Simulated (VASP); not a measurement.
The system is MgSn2N2.

```
CELL_PARAMETERS angstrom
4.19631 0.00000 0.00000
-2.09816 3.63411 0.00000
0.00000 0.00000 6.62069
ATOMIC_POSITIONS crystal
Mg 0.00000 0.00000 0.00000
Sn 0.66667 0.33333 0.73937
Sn 0.33333 0.66667 0.26063
N 0.66667 0.33333 0.35647
N 0.33333 0.66667 0.64353
```

The cell was generated, and may not be a known phase.

- Program: VASP 6.6.1
- Task: relaxation of cell and atoms
- Functional: PBE
- Potentials or basis: VASP PAW PBE potentials, release 64 (Mg, Sn_d, N)
- Cutoff: 600 eV
- k mesh: 6 × 6 × 4
- Occupations: gaussian, width 0.1 eV
- Spin: no spin polarisation

At the start: pressure -10.3 GPa; volume 20.19 Å³/atom.

**Question.** Where does the relaxation end?

**Answer.** Over 17 steps the energy falls by 492.6 meV/atom and the volume is 18.11 Å³/atom (-10.3 %); space group P-3m1 (No. 164, to 0.1 Å) before and after.

Step by step:
| step | energy change (eV) | largest force (eV/Å) | pressure (GPa) | volume (Å³) |
| --- | --- | --- | --- | --- |
| 1 | 0.0000 | 2.9259 | -10.32 | 100.96 |
| 2 | -1.3035 | 1.6916 | 2.61 | 83.13 |
| 3 | -1.3121 | 1.4402 | 4.77 | 81.63 |
| 4 | -1.6741 | 0.2699 | 4.35 | 83.67 |
| 5 | -1.7796 | 1.0988 | 5.13 | 85.60 |
| 6 | -2.0101 | 0.9438 | -2.11 | 92.62 |
| 7 | -2.0136 | 1.0220 | -3.13 | 93.95 |
| 8 | -2.2028 | 0.8940 | -2.52 | 93.30 |
| 9 | -2.4394 | 0.2931 | 1.50 | 90.35 |
| 10 | -2.4544 | 0.2390 | 0.17 | 91.20 |
| 11 | -2.4560 | 0.2514 | 0.44 | 91.00 |
| 12 | -2.4590 | 0.0768 | -0.78 | 91.80 |
| 13 | -2.4597 | 0.0794 | -0.41 | 91.55 |
| 14 | -2.4617 | 0.0625 | -0.10 | 91.01 |
| 15 | -2.4623 | 0.0832 | 0.08 | 90.66 |
| 16 | -2.4623 | 0.0898 | 0.13 | 90.55 |
| 17 | -2.4632 | 0.0335 | -0.04 | 90.54 |

Final structure:
```cif
data_structure
_symmetry_space_group_name_H-M 'P 1'
_symmetry_Int_Tables_number 1
_cell_length_a 3.5929
_cell_length_b 3.5929
_cell_length_c 8.0992
_cell_angle_alpha 90.000
_cell_angle_beta 90.000
_cell_angle_gamma 120.000
_cell_volume 90.54
loop_
_atom_site_label
_atom_site_type_symbol
_atom_site_fract_x
_atom_site_fract_y
_atom_site_fract_z
_atom_site_occupancy
Mg1 Mg 0.00000 0.00000 0.00000 1
Sn1 Sn 0.66667 0.33333 0.68258 1
Sn2 Sn 0.33333 0.66667 0.31742 1
N1 N 0.66667 0.33333 0.38919 1
N2 N 0.33333 0.66667 0.61081 1
```

Caveat: a cell axis changed by over 15 % at a fixed basis, so the end point is rough.
